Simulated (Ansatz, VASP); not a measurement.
**One calculation of SnO2, two programs**

```
Sn O
1.0
     3.09849    0.00000    0.00000
    -1.54925    2.68337    0.00000
     0.00000    0.00000    9.86059
Sn O
2 4
Direct
  0.00000 0.00000 0.50000
  0.00000 0.00000 0.00000
  0.66667 0.33333 0.40037
  0.66667 0.33333 0.09963
  0.33333 0.66667 0.59963
  0.33333 0.66667 0.90037
```

Change from the starting cell: mode 1 frozen in at +0.000 Å, equal normal strain along x, y and z -0.0250.

Alike in both runs: task single point; functional PBEsol; dispersion D3(BJ); k mesh 12 × 12 × 4; occupations gaussian, width 0.05 eV; no spin polarisation.

|  | VASP | Ansatz |
| --- | --- | --- |
| version | VASP 6.6.1 | Ansatz 0.2.0 |
| potentials or method | VASP PAW PBE potentials, release 64 (Sn_d, O), cutoff 520 eV | scalar-relativistic, plane waves, PAW |
| valence electrons in the cell | 52 | 52 |

Ansatz gave:

| Item | Value |
| --- | --- |
| gap on the k mesh at the Fermi level (eV) | 2.66 |
| least direct gap on the mesh (eV) | 3.19 |
| pressure (GPa) | 13.6 |
| traceless stress, the component that is largest in VASP (GPa) | -5.37 |
| rms of the force components (eV/Å) | 0.472 |

Problem. Estimate VASP's values.

Solution. gap on the k mesh at the Fermi level (eV): 2.64; least direct gap on the mesh (eV): 3.19; pressure (GPa): 14.6; traceless stress, the component that is largest in VASP (GPa): -5.91; rms of the force components (eV/Å): 0.510.

VASP's potentials were made for PBE, not for PBEsol, and Ansatz warns of the same on its side. Atom by atom the forces differ by 0.038 eV/Å (rms over components).
